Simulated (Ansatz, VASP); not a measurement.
# Ti in VASP and in Ansatz

```
CELL_PARAMETERS angstrom
2.61223 0.00000 0.00000
-1.30611 2.54186 0.00000
0.00000 0.00000 4.47607
ATOMIC_POSITIONS crystal
Ti 0.33333 0.66667 0.25000
Ti 0.66667 0.33333 0.75000
```

Change from the starting cell: normal strain along x -0.1100, normal strain along z -0.0350.

Alike in both runs: task single point; functional r2SCAN; k mesh 18 × 18 × 10; no spin polarisation.

|  | VASP | Ansatz |
| --- | --- | --- |
| version | VASP 6.6.1 | Ansatz 0.2.0 |
| potentials or method | VASP PAW PBE potentials, release 64 (Ti_sv), cutoff 520 eV | scalar-relativistic, plane waves, PAW |
| occupations | methfessel-paxton of order 1, width 0.05 eV | cold, width 0.05 eV |
| valence electrons in the cell | 24 | 24 |

VASP gave:

```
gap on the k mesh at the Fermi level (eV)                     : none
pressure (GPa)                                                : 23.5
traceless stress, the component that is largest in VASP (GPa) : 11.37
rms of the force components (eV/Å)                            : 0.174
```

Task: Which values does Ansatz return?

Result: gap on the k mesh at the Fermi level (eV): none; pressure (GPa): 22.9; traceless stress, the component that is largest in VASP (GPa): 11.28; rms of the force components (eV/Å): 0.172.

VASP's potentials were made for PBE, not for r2SCAN. Atom by atom the forces differ by 0.002 eV/Å (rms over components). A gap of «none» marks a metal or a gap that the smearing closes.
